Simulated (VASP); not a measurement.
# Sb (Im-3m) in VASP: a series of runs, part 3 of 3

VASP 6.6.1. Earlier steps stand in the parts before.

## (4) Single point, PBEsol (volume scaled by 0.68)

The input, INCAR:

```
PREC     = Accurate       # precision mode
ENCUT    = 520            # plane-wave cutoff, eV
EDIFF    = 1E-6           # SCF threshold, eV
ISMEAR   = -1             # smearing method
SIGMA    = 0.05           # smearing width, eV
LREAL    = F              # projectors in reciprocal space
LASPH    = T              # aspherical terms in the spheres
NELM     = 100            # most SCF steps
ALGO     = Normal         # electronic algorithm
ISIF     = 2              # what is computed and relaxed
LWAVE    = F              # write WAVECAR
LCHARG   = T              # write CHGCAR
GGA      = PS             # functional
LELF     = T              # ELF
LVHAR    = T            
NBANDS   = 8              # bands
```

The input, KPOINTS:

```
Automatic mesh
0
Gamma
  16 16 16
```

The input, POSCAR:

```
Sb
1.0
   -1.6398485236      1.6398485236      1.6398485236
    1.6398485236     -1.6398485236      1.6398485236
    1.6398485236      1.6398485236     -1.6398485236
Sb
1
Direct
    0.0000000000      0.0000000000      0.0000000000
```

Potentials or basis: VASP PAW PBE potentials, release 64 (Sb).

Launch:

```sh
> cat potpaw_PBE.64/Sb/POTCAR > POTCAR
> mpirun -np 1 vasp_std > vasp.out
```

OUTCAR:

```text
PREC = Accurate
   ENCUT = 520
   EDIFF = 1E-6
   ISMEAR = -1
   LREAL = F
   LASPH = T
   NELM = 100
   ISIF = 2
   GGA = PS

 ion  position               nearest neighbor table
   1  0.000  0.000  0.000-

  LATTYP: Found a body centered cubic cell.
 ALAT       =     3.2796970472

  Lattice vectors:

 A1 = (  -1.6398485236,   1.6398485236,   1.6398485236)
 A2 = (   1.6398485236,  -1.6398485236,   1.6398485236)
 A3 = (   1.6398485236,   1.6398485236,  -1.6398485236)

Analysis of symmetry for initial positions (statically):
=====================================================================
 Subroutine PRICEL returns:
 Original cell was already a primitive cell.

 Routine SETGRP: Setting up the symmetry group for a
 body centered cubic supercell.

 Subroutine GETGRP returns: Found 48 space group operations
 (whereof 48 operations were pure point group operations)
 out of a pool of 48 trial point group operations.

The static configuration has the point symmetry O_h .

Analysis of symmetry for dynamics (positions and initial velocities):
=====================================================================
 Subroutine PRICEL returns:
 Original cell was already a primitive cell.

 Routine SETGRP: Setting up the symmetry group for a
 body centered cubic supercell.

 Subroutine GETGRP returns: Found 48 space group operations
 (whereof 48 operations were pure point group operations)
 out of a pool of 48 trial point group operations.

The dynamic configuration has the point symmetry O_h .

 Subroutine INISYM returns: Found 48 space group operations
 (whereof 48 operations are pure point group operations),
 and found     1 'primitive' translations

----------------------------------------------------------------------------------------

                                     Primitive cell

  volume of cell :      17.6389

[... 107 lines left out ...]
  volume/ion in A,a.u.               =      17.64       119.03
  Fermi-wavevector in a.u.,A,eV,Ry     =   1.075411  2.032232 15.735255  1.156509
  Thomas-Fermi vector in A             =   2.211267
   LORBIT       =      0    0 simple, 1 ext, 2 COOP (PROOUT), +10 PAW based schemes
   GGA     = PS    functional components
   LHFCALC =     F    Hartree Fock is set to
   AEXX    =    0.0000 exact exchange contribution
   IVDW    =     0    specifies the selected vdW correction
   LEPSILON=     F    determine dielectric tensor
   LRPA    =     F    only Hartree local field effects (RPA)
 non-spin polarized calculation
  energy-cutoff  :      520.00
  volume of cell :       17.64
 maximum number of plane-waves:       490
 NGX is ok and might be reduce to    24
   NGX = 11   NGY = 11   NGZ = 11

 number of electron       4.9999999 magnetization

 Free energy of the ion-electron system (eV)
  ---------------------------------------------------
  ext. energy  EPLUGINS =         0.00000000
  ---------------------------------------------------
  free energy    TOTEN  =        -3.20675221 eV

  energy without entropy =       -3.20158166  energy(sigma->0) =       -3.20416694

 E-fermi :  15.1920     XC(G=0): -12.2614

 val. band max:       15.1900908162   @ k =  -0.3125   0.3125   0.2500
 cond. band min:      15.1994615842   @ k =   0.3125   0.1250   0.1250
 fundamental gap:      0.0093707680
 Fermi energy:        15.1919969851

 k-point     1 :       0.0000    0.0000    0.0000
  band No.  band energies     occupation
      1      -2.0281      2.00000
      2      24.7209      0.00000
      3      24.7209      0.00000
      4      24.7209      0.00000
      5      26.8749      0.00000
      6      26.8749      0.00000
      7      26.8749      0.00000
      8      27.4737      0.00000
[... 243 lines left out ...]
 k-point    24 :       0.2500    0.1875    0.0000
  band No.  band energies     occupation
      1       2.3765      2.00000
      2      11.8105      2.00000
      3      14.1386      2.00000
      4      19.1235      0.00000
      5      25.1884      0.00000
      6      26.4923      0.00000
      7      29.4060      0.00000
      8      31.7750      0.00000

 [... further k-points ...]

------------------------ aborting loop because EDIFF is reached ----------------------------------------

  FORCE on cell =-STRESS in cart. coord.  units (eV):
  Direction    XX          YY          ZZ          XY          YZ          ZX
  --------------------------------------------------------------------------------------
  -------------------------------------------------------------------------------------
  Total        7.2159934      7.2159934      7.2159934      0.0000000     -0.0000000      0.0000000
  in kB      655.4438900    655.4438900    655.4438900      0.0000000     -0.0000000      0.0000000
  external PRESSURE =     655.4438900 kB  Pullay stress =       0.0000000 kB

 VOLUME and BASIS-vectors are now :
 -----------------------------------------------------------------------------
  energy-cutoff  :      520.00
  volume of cell :       17.64
      direct lattice vectors                 reciprocal lattice vectors
    -1.639848524  1.639848524  1.639848524     0.000000000  0.304906211  0.304906211
     1.639848524 -1.639848524  1.639848524     0.304906211  0.000000000  0.304906211
     1.639848524  1.639848524 -1.639848524     0.304906211  0.304906211  0.000000000

 POSITION                                       TOTAL-FORCE (eV/Angst)
 -----------------------------------------------------------------------------------
      0.00000      0.00000      0.00000         0.000000      0.000000      0.000000
 -----------------------------------------------------------------------------------
    total drift:                                0.000000      0.000000      0.000000

  FREE ENERGIE OF THE ION-ELECTRON SYSTEM (eV)
  ---------------------------------------------------
  free  energy   TOTEN  =        -3.2067522110 eV

  energy  without entropy=       -3.2015816614  energy(sigma->0) =       -3.20416694
```

stdout:

```text
POSCAR found type information on POSCAR Sb
 POSCAR found :  1 types and       1 ions
 scaLAPACK will be used
 -----------------------------------------------------------------------------
|                                                                             |
|                                                                             |
|     You enforced a specific xc type in the INCAR file but a different       |
|     I HOPE YOU KNOW WHAT YOU ARE DOING!                                     |
|                                                                             |
 -----------------------------------------------------------------------------

 LDA part: xc-table for (Slater+PW92), standard interpolation
 POSCAR, INCAR and KPOINTS ok, starting setup
 FFT: planning ... GRIDC
 FFT: planning ... GRID_SOFT
 FFT: planning ... GRID
 WAVECAR not read
 entering main loop
```

It took 6.9 s on 1 thread of Intel Xeon 6975P-C (Granite Rapids), shared host; peak memory 0.15 GiB.

What came out:

```
Free energy : -3.2068 eV
Pressure    : 65.5 GPa
```

Caveat: the PAW data sets were made with another functional, which shifts forces and pressure a little; spin-orbit coupling is left out, which moves the levels of the heavy elements.

## (5) Single point, PBEsol (volume scaled by 0.76)

The input, INCAR:

```
ALGO = Normal
EDIFF = 1E-6
ENCUT = 520
GGA = PS
ISIF = 2
ISMEAR = -1
LASPH = True
LCHARG = False
LREAL = False
LWAVE = False
NBANDS = 8
NELM = 80
PREC = Accurate
SIGMA = 0.05
```

The input, KPOINTS:

```
k-points
0
Gamma
  16 16 16
```

The input, POSCAR:

```
Sb
1.0
   -1.7017873576      1.7017873576      1.7017873576
    1.7017873576     -1.7017873576      1.7017873576
    1.7017873576      1.7017873576     -1.7017873576
Sb
1
Direct
    0.0000000000      0.0000000000      0.0000000000
```

Launch:

```sh
> cat potpaw_PBE.64/Sb/POTCAR > POTCAR
> mpirun -np 1 vasp_std > vasp.out
```

It took 6.7 s on 1 thread of Intel Xeon 6975P-C (Granite Rapids), shared host; peak memory 0.15 GiB.

Results (log left out):

| Quantity | Value |
| --- | --- |
| Free energy | -3.8483 eV |
| Pressure | 36.1 GPa |

Levels at points of the mesh, in eV from the Fermi level:
```csv
k point,band 1,band 2,band 3,band 4,band 5,band 6,band 7
"(0.00, 0.00, 0.00)",-15.87,8.29,8.29,8.29,11.82,11.82,11.82
"(0.50, 0.00, 0.00)",-9.65,-7.94,2.37,4.51,7.32,7.66,16.22
"(0.50, 0.50, 0.50)",-3.92,-2.92,-2.92,-2.92,2.17,2.17,18.93
```

Caveat: the PAW data sets were made with another functional, which shifts forces and pressure a little; spin-orbit coupling is left out, which moves the levels of the heavy elements.

## (6) Single point, PBEsol (volume scaled by 0.76)

The input, INCAR:

```
SYSTEM = Sb
ALGO = Normal ; EDIFF = 1E-7
ENCUT = 520 ; GGA = PS
ISIF = 2 ; ISMEAR = -1
LASPH = .TRUE. ; LCHARG = .FALSE.
LREAL = .FALSE. ; LWAVE = .FALSE.
NBANDS = 8 ; NELM = 80
PREC = Accurate ; SIGMA = 0.05
```

The input, KPOINTS:

```
k-points
0
G
  16 16 16
  0 0 0
```

POSCAR is that of step 5.

Potentials or basis: VASP PAW PBE potentials, release 64 (Sb).

Launch:

```sh
> cat potpaw_PBE.64/Sb/POTCAR > POTCAR
> mpirun -np 1 vasp_std > vasp.out
```

Run time: 8.9 s. Hardware: 1 thread of Intel Xeon 6975P-C (Granite Rapids), shared host; peak memory 0.15 GiB.

Results (log left out):

```yaml
Free_energy: -3.8483 eV
Pressure: 36.1 GPa
```

Levels at points of the mesh, in eV from the Fermi level:
| k point | band 1 | band 2 | band 3 | band 4 | band 5 | band 6 |
| --- | --- | --- | --- | --- | --- | --- |
| (0.00, 0.00, 0.00) | -15.87 | 8.29 | 8.29 | 8.29 | 11.82 | 11.82 |
| (0.50, 0.00, 0.00) | -9.65 | -7.94 | 2.37 | 4.51 | 7.32 | 7.66 |
| (0.50, 0.50, 0.50) | -3.92 | -2.92 | -2.92 | -2.92 | 2.17 | 2.17 |

Caveat: the PAW data sets were made with another functional, which shifts forces and pressure a little; spin-orbit coupling is left out, which moves the levels of the heavy elements.

## (7) Summary

| cell | gap on the mesh (eV) | pressure (GPa) |
| --- | --- | --- |
| a = 2.597 Å, angles 109.5°, 1 atom | none | 209.1 |
| a = 2.724 Å, angles 109.5°, 1 atom | none | 116.2 |
| a = 2.840 Å, angles 109.5°, 1 atom | none | 65.5 |
| a = 2.948 Å, angles 109.5°, 1 atom | none | 36.1 |

Alike in all rows: task single point; level PBEsol; potentials or basis VASP PAW PBE potentials, release 64 (Sb); no spin polarisation; k mesh 16 × 16 × 16; cutoff (eV) 520; smearing fermi-dirac 0.05 eV.

Caveats: the PAW data sets were made with another functional, which shifts forces and pressure a little; spin-orbit coupling is left out, which moves the levels of the heavy elements.

Absolute energies hang on the potentials; compare differences alone.
